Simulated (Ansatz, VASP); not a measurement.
**CsTi2: VASP beside Ansatz**

```
Cs Ti
1.0
     3.26549    0.00000    0.00000
    -1.63274    2.82800    0.00000
     0.00000    0.00000    8.80299
Cs Ti
1 2
Direct
  0.00000 0.00000 0.00000
  0.66667 0.33333 0.61283
  0.33333 0.66667 0.38717
```

Alike in both runs: functional PBE; k mesh 18 × 18 × 6; occupations gaussian, width 0.1 eV; no spin polarisation.

Ansatz relaxed the structure, and its values are those at the end. VASP's run is a single point on that final structure, the one shown.

```csv
,VASP,Ansatz
version,VASP 6.6.1,Ansatz 0.2.0
potentials or method,"VASP PAW PBE potentials, release 64 (Cs_sv, Ti_sv), cutoff 520 eV","scalar-relativistic, plane waves, PAW"
valence electrons in the cell,33,33
```

```csv
,VASP,Ansatz,Ansatz less VASP
gap on the k mesh at the Fermi level (eV),none,none,-
pressure (GPa),0.1,0.0,-0.10
rms of the force components (eV/Å),0.010,0.004,-0.0058
```

A gap of «none» marks a metal or a gap that the smearing closes.

Spin-orbit coupling is off throughout.
